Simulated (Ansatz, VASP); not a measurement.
# One calculation of Rb, two programs

```
Rb
1.0
    -2.36056    2.36056    3.69617
     2.36056   -2.36056    3.69617
     2.36056    2.36056   -3.69617
Rb
1
Cartesian
  0.0000 0.0000 0.0000
```

Alike in both runs: task single point; functional LDA; k mesh 14 × 14 × 14; occupations gaussian, width 0.15 eV; no spin polarisation.

|  | VASP | Ansatz |
| --- | --- | --- |
| version | VASP 6.6.1 | Ansatz 0.2.0 |
| potentials or method | VASP PAW LDA potentials, release 64 (Rb_sv), cutoff 520 eV | scalar-relativistic, plane waves, PAW |
| valence electrons in the cell | 9 | 9 |

```tsv
	VASP	Ansatz	Ansatz less VASP
gap on the k mesh at the Fermi level (eV)	none	none	-
pressure (GPa)	-0.2	-0.2	0.00
traceless stress, the component that is largest in VASP (GPa)	-0.10	-0.10	0.000
```

LDA's correlation is that of Perdew and Zunger in VASP and of Perdew and Wang (1992) in Ansatz. A gap of «none» marks a metal or a gap that the smearing closes.
